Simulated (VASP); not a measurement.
Crystal: HfN.

```
Hf N
1.0
     2.82503    0.00000    0.00000
     0.00000    2.82503    0.00000
     0.00000    0.00000    2.82503
Hf N
1 1
Cartesian
  1.4125 1.4125 1.4125
  0.0000 0.0000 0.0000
```

Base run:

* Program: VASP 6.6.1
* Functional: r2SCAN
* Potentials or basis: VASP PAW PBE potentials, release 64 (Hf_pv, N)
* Cutoff: 520 eV
* k mesh: 9 × 9 × 9
* Occupations: fermi-dirac, width 0.05 eV
* Spin: no spin polarisation

Its results: pressure -7.9 GPa.

**Question.** The run is repeated on the same cell with these changes: functional from r2SCAN to RPBE. What comes out?

**Answer.** Pressure 2.1 GPa.

Caveats: the PAW data sets were made with another functional, which shifts forces and pressure a little.
